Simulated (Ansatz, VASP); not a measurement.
# One calculation of BPd4, two programs

```xyz
5
Lattice="6.0844 0.0000 0.0000 0.0000 6.0844 0.0000 0.0000 0.0000 2.5341" Properties=species:S:1:pos:R:3 pbc="T T T"
B     3.0422    3.0422    0.0000
Pd    1.7846    0.0000    1.2671
Pd    4.2997    0.0000    1.2671
Pd    0.0000    1.7846    1.2671
Pd    0.0000    4.2997    1.2671
```

Alike in both runs: functional PBE; k mesh 4 × 4 × 4; occupations gaussian, width 0.1 eV; no spin polarisation.

Ansatz relaxed the structure, and its values are those at the end. VASP's run is a single point on that final structure, the one shown.

```csv
,VASP,Ansatz
version,VASP 6.6.1,Ansatz 0.2.0
potentials or method,"VASP PAW PBE potentials, release 64 (B, Pd), cutoff 520 eV","scalar-relativistic, plane waves, PAW"
valence electrons in the cell,43,75
```

|  | VASP | Ansatz | Ansatz less VASP |
| --- | --- | --- | --- |
| gap on the k mesh at the Fermi level (eV) | none | none | - |
| pressure (GPa) | -0.3 | 0.1 | +0.36 |
| rms of the force components (eV/Å) | 0.011 | 0.005 | -0.0068 |

A gap of «none» marks a metal or a gap that the smearing closes. VASP's potentials hold 43 valence electrons a cell and Ansatz's 75, so a difference there can come from the potentials and not from the codes.

The k mesh is coarse, so the values compare programs but aren't converged.
